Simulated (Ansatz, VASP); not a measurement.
## WC: VASP beside Ansatz

```xyz
2
Lattice="2.8933 0.0000 0.0000 -1.4466 2.5057 0.0000 0.0000 0.0000 2.8171" Properties=species:S:1:pos:R:3 pbc="T T T"
W     0.0000    0.0000    0.0000
C     1.4466    0.8352    1.4086
```

Alike in both runs: functional r2SCAN; k mesh 13 × 13 × 12; occupations fermi-dirac, width 0.1 eV; no spin polarisation.

Ansatz relaxed the structure, and its values are those at the end. VASP's run is a single point on that final structure, the one shown.

```csv
,VASP,Ansatz
version,VASP 6.6.1,Ansatz 0.2.0
potentials or method,"VASP PAW PBE potentials, release 64 (W_sv, C), cutoff 520 eV",PAW plane waves
valence electrons in the cell,18,18
```

Ansatz gave:

```
pressure (GPa) : 8.5
```

What did VASP give for the same quantities?

Pressure (GPa): 10.4.

VASP's potentials were made for PBE, not for r2SCAN. The functional is the same, so the differences come from potentials, cutoffs and numerics. Ansatz's warnings: stress scf threshold loose.

Neither program's run includes spin-orbit coupling.
